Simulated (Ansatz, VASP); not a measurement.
# One calculation of P, two programs

```xyz
2
Lattice="0.0000 2.7331 2.7331 2.7331 0.0000 2.7331 2.7331 2.7331 0.0000" Properties=species:S:1:pos:R:3 pbc="T T T"
P     0.6833    0.6833    0.6833
P     4.7830    4.7830    4.7830
```

Alike in both runs: task single point; functional RPBE; k mesh 11 × 11 × 11; occupations fermi-dirac, width 0.1 eV; no spin polarisation.

|  | VASP | Ansatz |
| --- | --- | --- |
| version | VASP 6.6.1 | Ansatz 0.2.0 |
| potentials or method | VASP PAW PBE potentials, release 64 (P), cutoff 520 eV | plane waves (420 eV) with PAW, scalar-relativistic |
| valence electrons in the cell | 10 | 10 |

Ansatz gave:

- pressure (GPa): 1.8

Which values does VASP return?

Pressure (GPa): 1.5.

VASP's potentials were made for PBE, not for RPBE.
